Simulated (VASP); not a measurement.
Here is a VASP 6.6.1 calculation.

Contents of POSCAR:

```
BN
1.0
    0.0000000000      1.8226843608      1.8226843608
    1.8226843608      0.0000000000      1.8226843608
    1.8226843608      1.8226843608      0.0000000000
B N
1 1
Direct
    0.0000000000      0.0000000000      0.0000000000
    0.7500000000      0.7500000000      0.7500000000
```

The input INCAR.step1:

```
SYSTEM = BN
PREC = Accurate ; ENCUT = 520
ISMEAR = 0 ; SIGMA = 0.02
LREAL = .False. ; LASPH = .True.
NELM = 60 ; NBANDS = 11
GGA = PE ; ALGO = Normal
EDIFF = 1E-4 ; LWAVE = .True.
LCHARG = .False.
```

File INCAR.step2:

```
SYSTEM = BN
PREC = Accurate ; ENCUT = 520
EDIFF = 1E-7 ; ISMEAR = 0
SIGMA = 0.02 ; LREAL = .False.
LASPH = .True. ; NELM = 60
ALGO = Normal ; ISIF = 2
LWAVE = .False. ; LCHARG = .False.
METAGGA = R2SCAN ; LMIXTAU = .True.
NBANDS = 11 ; ISTART = 1
```

KPOINTS

```
Automatic mesh
0
Gamma
  12 12 12
  0 0 0
```

Potentials or basis: VASP PAW PBE potentials, release 64 (B, N).

The run is started by

```sh
$ cat potpaw_PBE.64/B/POTCAR potpaw_PBE.64/N/POTCAR > POTCAR
$ cp INCAR.step1 INCAR
$ mpirun -np 1 vasp_std > vasp.out
$ cp INCAR.step2 INCAR
$ mpirun -np 1 vasp_std > vasp.out
```

Problem. Predict the pressure.

Solution. -9.9 GPa.

Problem. Predict the band gap on the k mesh.

Solution. 4.94 eV, indirect (least direct gap 9.40 eV).

Caveat: the PAW data sets were made with another functional, which shifts forces and pressure a little. A k mesh can miss the band edges.
